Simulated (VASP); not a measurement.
# LaO in VASP: further runs, part 2 of 3

VASP 6.6.1. The steps go on from the part before.

## Step 3: Single point, PBEsol

This run uses another cell than the first one, of 14.48 Å³/atom.

File INCAR:

```
  PREC = Accurate
  ENCUT = 600
  EDIFF = 1E-6
  ISMEAR = 0
  SIGMA = 0.05
  LREAL = F
  LASPH = T
  NELM = 200
  ALGO = Normal
  ISIF = 2
  LWAVE = F
  LCHARG = F
  GGA = PS
  NBANDS = 16
  GGA_COMPAT = F
  LMAXMIX = 6
```

File KPOINTS:

```
regular mesh
0
Gamma
  6 6 5
```

File POSCAR:

```
LaO
1.0
    3.0653982965      0.0000000000      0.0000000000
    0.0000000000      3.0653982965      0.0000000000
    0.0000000000      0.0000000000      3.0816130184
La O
1 1
Direct
    0.0000000000      0.0000000000      0.0000000000
    0.5000000000      0.5000000000      0.5000000000
```

Potentials or basis: VASP PAW PBE potentials, release 64 (La, O).

On the command line:

```console
> cat potpaw_PBE.64/La/POTCAR potpaw_PBE.64/O/POTCAR > POTCAR
> mpirun -np 1 vasp_std > vasp.out
```

OUTCAR:

```text
PREC = Accurate
   ENCUT = 600
   EDIFF = 1E-6
   ISMEAR = 0
   LREAL = F
   LASPH = T
   NELM = 200
   ISIF = 2
   GGA = PS

 ion  position               nearest neighbor table
   1  0.000  0.000  0.000-   2 2.66   2 2.66   2 2.66   2 2.66   2 2.66   2 2.66   2 2.66   2 2.66

   2  0.500  0.500  0.500-   1 2.66   1 2.66   1 2.66   1 2.66   1 2.66   1 2.66   1 2.66   1 2.66

  LATTYP: Found a simple tetragonal cell.
 ALAT       =     3.0653982965
 C/A-ratio  =     1.0052895971

  Lattice vectors:

 A1 = (   3.0653982965,   0.0000000000,   0.0000000000)
 A2 = (   0.0000000000,   3.0653982965,   0.0000000000)
 A3 = (   0.0000000000,   0.0000000000,   3.0816130184)

Analysis of symmetry for initial positions (statically):
=====================================================================
 Subroutine PRICEL returns:
 Original cell was already a primitive cell.

 Routine SETGRP: Setting up the symmetry group for a
 simple tetragonal supercell.

 Subroutine GETGRP returns: Found 16 space group operations
 (whereof 16 operations were pure point group operations)
 out of a pool of 16 trial point group operations.

The static configuration has the point symmetry D_4h.

Analysis of symmetry for dynamics (positions and initial velocities):
=====================================================================
 Subroutine PRICEL returns:
 Original cell was already a primitive cell.

 Routine SETGRP: Setting up the symmetry group for a
 simple tetragonal supercell.

 Subroutine GETGRP returns: Found 16 space group operations
 (whereof 16 operations were pure point group operations)
 out of a pool of 16 trial point group operations.

The dynamic configuration has the point symmetry D_4h.

 Subroutine INISYM returns: Found 16 space group operations
 (whereof 16 operations are pure point group operations),
 and found     1 'primitive' translations

----------------------------------------------------------------------------------------

[... 111 lines left out ...]
     AMIX     =   0.40;   BMIX     =  1.00
     AMIX_MAG =   1.60;   BMIX_MAG =  1.00
  volume/ion in A,a.u.               =      14.48        97.71
  Fermi-wavevector in a.u.,A,eV,Ry     =   1.370799  2.590435 25.566576  1.879090
  Thomas-Fermi vector in A             =   2.496553
   LORBIT       =      0    0 simple, 1 ext, 2 COOP (PROOUT), +10 PAW based schemes
   GGA     = PS    functional components
   LHFCALC =     F    Hartree Fock is set to
   AEXX    =    0.0000 exact exchange contribution
   IVDW    =     0    specifies the selected vdW correction
   LEPSILON=     F    determine dielectric tensor
   LRPA    =     F    only Hartree local field effects (RPA)
 non-spin polarized calculation
 Gauss-broadening in eV      SIGMA  =   0.05
  energy-cutoff  :      600.00
  volume of cell :       28.96
 maximum number of plane-waves:       984
   NGX = 13   NGY = 13   NGZ = 13

 number of electron      17.0000007 magnetization

 Free energy of the ion-electron system (eV)
  ---------------------------------------------------
  ext. energy  EPLUGINS =         0.00000000
  ---------------------------------------------------
  free energy    TOTEN  =       -15.34241279 eV

  energy without entropy =      -15.34116641  energy(sigma->0) =      -15.34178960

 E-fermi :  12.9338     XC(G=0): -12.1516

 val. band max:       12.7308332210   @ k =   0.1667   0.0000   0.2000
 cond. band min:      12.9457887540   @ k =   0.1667   0.1667   0.2000
 fundamental gap:      0.2149555330
 Fermi energy:        12.9338052564

 k-point     1 :       0.0000    0.0000    0.0000
  band No.  band energies     occupation
      1     -20.9636      2.00000
      2      -6.5699      2.00000
      3      -2.9671      2.00000
      4      -2.8883      2.00000
      5      -2.8883      2.00000
      6       8.9007      2.00000
[... 433 lines left out ...]
      3      -5.5336      2.00000
      4      -5.3167      2.00000
      5      -2.0008      2.00000
      6       7.9940      2.00000
[... 8 lines left out ...]
     15      15.4304      0.00000
     16      15.5069      0.00000

 [... further k-points ...]

------------------------ aborting loop because EDIFF is reached ----------------------------------------

  FORCE on cell =-STRESS in cart. coord.  units (eV):
  Direction    XX          YY          ZZ          XY          YZ          ZX
  --------------------------------------------------------------------------------------
  -------------------------------------------------------------------------------------
  Total        0.9552597      0.9552597      0.9571396      0.0000000      0.0000000     -0.0000000
  in kB       52.8542758     52.8542758     52.9582910      0.0000000      0.0000000     -0.0000000
  external PRESSURE =      52.8889475 kB  Pullay stress =       0.0000000 kB

 VOLUME and BASIS-vectors are now :
 -----------------------------------------------------------------------------
  energy-cutoff  :      600.00
  volume of cell :       28.96
      direct lattice vectors                 reciprocal lattice vectors
     3.065398297  0.000000000  0.000000000     0.326221882  0.000000000  0.000000000
     0.000000000  3.065398297  0.000000000     0.000000000  0.326221882  0.000000000
     0.000000000  0.000000000  3.081613018     0.000000000  0.000000000  0.324505379

 POSITION                                       TOTAL-FORCE (eV/Angst)
 -----------------------------------------------------------------------------------
      0.00000      0.00000      0.00000         0.000000      0.000000      0.000000
      1.53270      1.53270      1.54081         0.000000      0.000000      0.000000
 -----------------------------------------------------------------------------------
    total drift:                                0.000000      0.000000     -0.000000

  FREE ENERGIE OF THE ION-ELECTRON SYSTEM (eV)
  ---------------------------------------------------
  free  energy   TOTEN  =       -15.3424127948 eV

  energy  without entropy=      -15.3411664050  energy(sigma->0) =      -15.34178960
```

Run time: 7.5 s. Hardware: 1 thread of Intel Xeon 6975P-C (Granite Rapids), shared host; peak memory 0.16 GiB.

Results:

* Free energy: -15.3424 eV
* Pressure: 5.3 GPa
* Band gap on the k mesh: zero (an odd number of electrons rules out a gap without spin polarisation)

Levels at points of the mesh, in eV from the Fermi level:
```tsv
k point	band 4	band 5	band 6	band 7	band 8	band 9	band 10	band 11	band 12	band 13
(0.00, 0.00, 0.00)	-15.82	-15.82	-4.03	-4.01	-4.01	-2.59	-2.57	1.76	1.78	1.78
(0.50, 0.00, 0.00)	-15.35	-15.27	-6.72	-5.13	-5.07	-1.30	0.77	1.45	1.98	2.00
(0.50, 0.50, 0.00)	-18.75	-14.95	-4.81	-4.81	-4.55	-0.23	0.08	1.72	1.72	2.29
```

Caveat: the k points lie up to 0.41 Å⁻¹ apart, too coarse for converged energies and pressures of a metal; the PAW data sets were made with another functional, which shifts forces and pressure a little; spin-orbit coupling is left out, which moves the levels of the heavy elements; an odd number of electrons without spin polarisation forces a metal; a magnetic or distorted state may lie lower.

## Step 4: Relaxation of cell and atoms, PBEsol

This run uses another cell than the first one, of 15.78 Å³/atom.

File INCAR:

```
PREC = Accurate ; ENCUT = 600
EDIFF = 1E-7 ; ISMEAR = 0
SIGMA = 0.05 ; LREAL = F
LASPH = T ; NELM = 200
ALGO = Normal ; ISIF = 3
LWAVE = F ; LCHARG = F
GGA = PS ; IBRION = 2
NSW = 80 ; EDIFFG = -0.02
GGA_COMPAT = F ; NELMIN = 4
LMAXMIX = 6
```

File KPOINTS:

```
regular mesh
0
Gamma
  6 6 6
```

File POSCAR:

```
LaO
1.0
    3.1600000000      0.0000000000      0.0000000000
    0.0000000000      3.1600000000      0.0000000000
    0.0000000000      0.0000000000      3.1600000000
La O
1 1
Direct
    0.0000000000      0.0000000000      0.0000000000
    0.5000000000      0.5000000000      0.5000000000
```

On the command line:

```console
> cat potpaw_PBE.64/La/POTCAR potpaw_PBE.64/O/POTCAR > POTCAR
> mpirun -np 1 vasp_std > vasp.out
```

It took 19 s on 1 thread of Intel Xeon 6975P-C (Granite Rapids), shared host; peak memory 0.18 GiB.

It converged, with:

* Free energy: -15.3801 eV
* Relaxed volume: 14.99 Å³/atom
* Relaxed cell: a = 3.107 Å, b = 3.107 Å, c = 3.107 Å, α = 90.00°, β = 90.00°, γ = 90.00°
* Space group after relaxing (to 0.1 Å): Pm-3m (No. 221)
* Energy gained by relaxing: 16.3 meV/atom
* Ionic steps: 3
* Pressure after relaxing: 0.0 GPa
* Band gap on the k mesh: zero (an odd number of electrons rules out a gap without spin polarisation)

The path:
| step | energy change (eV) | largest force (eV/Å) | pressure (GPa) | volume (Å³) |
| --- | --- | --- | --- | --- |
| 1 | 0.0000 | 0.0000 | -6.32 | 31.55 |
| 2 | -0.0112 | 0.0000 | 6.06 | 28.80 |
| 3 | -0.0326 | 0.0000 | -0.04 | 29.98 |

Final structure:
```cif
data_structure
_symmetry_space_group_name_H-M 'P 1'
_symmetry_Int_Tables_number 1
_cell_length_a 3.1066
_cell_length_b 3.1066
_cell_length_c 3.1066
_cell_angle_alpha 90.000
_cell_angle_beta 90.000
_cell_angle_gamma 90.000
_cell_volume 29.98
loop_
_atom_site_label
_atom_site_type_symbol
_atom_site_fract_x
_atom_site_fract_y
_atom_site_fract_z
_atom_site_occupancy
La1 La 0.00000 0.00000 0.00000 1
O1 O 0.50000 0.50000 0.50000 1
```

Levels at points of the mesh, in eV from the Fermi level:
```tsv
k point	band 5	band 6	band 7	band 8	band 9	band 10	band 11	band 12
(0.00, 0.00, 0.00)	-15.94	-3.94	-3.94	-3.94	-2.46	-2.46	1.69	1.69
(0.50, 0.00, 0.00)	-15.46	-6.56	-4.92	-4.92	-1.25	0.77	1.37	1.89
(0.50, 0.50, 0.00)	-15.11	-4.70	-4.70	-4.37	-0.20	0.02	1.62	1.62
(0.50, 0.50, 0.50)	-17.96	-7.48	-7.48	-7.48	1.92	1.92	1.92	2.05
```

Caveat: the PAW data sets were made with another functional, which shifts forces and pressure a little; spin-orbit coupling is left out, which moves the levels of the heavy elements; an odd number of electrons without spin polarisation forces a metal; a magnetic or distorted state may lie lower.

## Step 5: Relaxation of cell and atoms, PBEsol, target pressure 5 GPa, at which the enthalpy is minimised

This run uses another cell than the first one, of 15.78 Å³/atom.

File INCAR:

```
  PREC = Accurate
  ENCUT = 600
  EDIFF = 1E-7
  ISMEAR = 0
  SIGMA = 0.05
  LREAL = False
  LASPH = True
  NELM = 200
  ALGO = Normal
  ISIF = 3
  LWAVE = False
  LCHARG = False
  GGA = PS
  IBRION = 2
  NSW = 80
  EDIFFG = -0.02
  PSTRESS = 50.0
  GGA_COMPAT = False
  NELMIN = 4
  LMAXMIX = 6
```

KPOINTS is that of step 4.

POSCAR is that of step 4.

On the command line:

```console
> cat potpaw_PBE.64/La/POTCAR potpaw_PBE.64/O/POTCAR > POTCAR
> mpirun -np 1 vasp_std > vasp.out
```

It took 20 s on 1 thread of Intel Xeon 6975P-C (Granite Rapids), shared host; peak memory 0.17 GiB.

The run converged. Its results:

```
Free energy                                                : -15.3663 eV
Relaxed volume                                             : 14.51 Å³/atom
Relaxed cell                                               : a = 3.073 Å, b = 3.073 Å, c = 3.073 Å, α = 90.00°, β = 90.00°, γ = 90.00°
Space group after relaxing (to 0.1 Å)                      : Pm-3m (No. 221)
Energy change on relaxing (the run minimises the enthalpy) : -9.4 meV/atom
Ionic steps                                                : 3
Pressure after relaxing                                    : 4.8 GPa
Band gap on the k mesh                                     : zero (an odd number of electrons rules out a gap without spin polarisation)
```

The path:
```tsv
step	energy change (eV)	largest force (eV/Å)	pressure (GPa)	volume (Å³)
1	0.0000	0.0000	-6.32	31.55
2	0.1551	0.0000	20.72	26.73
3	-0.0188	0.0000	4.80	29.02
```

Final structure:
```
La O
1.0
     3.07311    0.00000    0.00000
     0.00000    3.07311    0.00000
     0.00000    0.00000    3.07311
La O
1 1
Direct
  0.00000 0.00000 0.00000
  0.50000 0.50000 0.50000
```

Levels at points of the mesh, in eV from the Fermi level:
| k point | band 5 | band 6 | band 7 | band 8 | band 9 | band 10 | band 11 | band 12 |
| --- | --- | --- | --- | --- | --- | --- | --- | --- |
| (0.00, 0.00, 0.00) | -15.88 | -4.03 | -4.03 | -4.03 | -2.59 | -2.59 | 1.74 | 1.74 |
| (0.50, 0.00, 0.00) | -15.34 | -6.72 | -5.10 | -5.10 | -1.33 | 0.74 | 1.41 | 1.96 |
| (0.50, 0.50, 0.00) | -14.95 | -4.80 | -4.80 | -4.53 | -0.20 | 0.05 | 1.68 | 1.68 |
| (0.50, 0.50, 0.50) | -18.03 | -7.75 | -7.75 | -7.75 | 2.00 | 2.00 | 2.00 | 2.14 |

Caveat: the cell is relaxed towards a set pressure, so the run minimises the enthalpy, not the energy; the PAW data sets were made with another functional, which shifts forces and pressure a little; spin-orbit coupling is left out, which moves the levels of the heavy elements; an odd number of electrons without spin polarisation forces a metal; a magnetic or distorted state may lie lower.

[end of part 2 of 3]
